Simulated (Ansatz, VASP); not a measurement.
Two plane-wave programs on Cu6O

```xyz
7
Lattice="0.0000 3.6135 3.6135 3.6135 0.0000 3.6135 3.6135 3.6135 0.0000" Properties=species:S:1:pos:R:3 pbc="T T T"
Cu    1.7691    3.6135    3.6135
Cu    5.4579    3.6135    3.6135
Cu    3.6135    1.7691    3.6135
Cu    3.6135    5.4579    3.6135
Cu    3.6135    3.6135    1.7691
Cu    3.6135    3.6135    5.4579
O     0.0000    0.0000    0.0000
```

Alike in both runs: task relaxation of cell and atoms; functional PBE; k mesh 4 × 4 × 4; occupations gaussian, width 0.1 eV; collinear spin.

```csv
,VASP,Ansatz
version,VASP 6.6.1,Ansatz 0.2.0
potentials or method,"VASP PAW PBE potentials, release 64 (Cu, O), cutoff 600 eV","scalar-relativistic, plane waves, PAW"
valence electrons in the cell,72,120
```

|  | VASP | Ansatz | Ansatz less VASP |
| --- | --- | --- | --- |
| gap on the k mesh at the Fermi level, each at its own relaxed structure (eV) | none | none | - |
| net moment per atom (μB) | 0.00 | 0.00 | 0.000 |
| relaxed volume (Å³/atom) | 14.92 | 14.79 | -0.127 |
| relaxed length of the cell vector where the two differ most in proportion (Å) | 5.286 | 5.271 | -0.0150 |

A gap of «none» marks a metal or a gap that the smearing closes. VASP's potentials hold 72 valence electrons a cell and Ansatz's 120, so a difference there can come from the potentials and not from the codes. Ansatz's warnings: seeded moment not kept.

The k mesh is coarse, so the values compare programs but aren't converged.
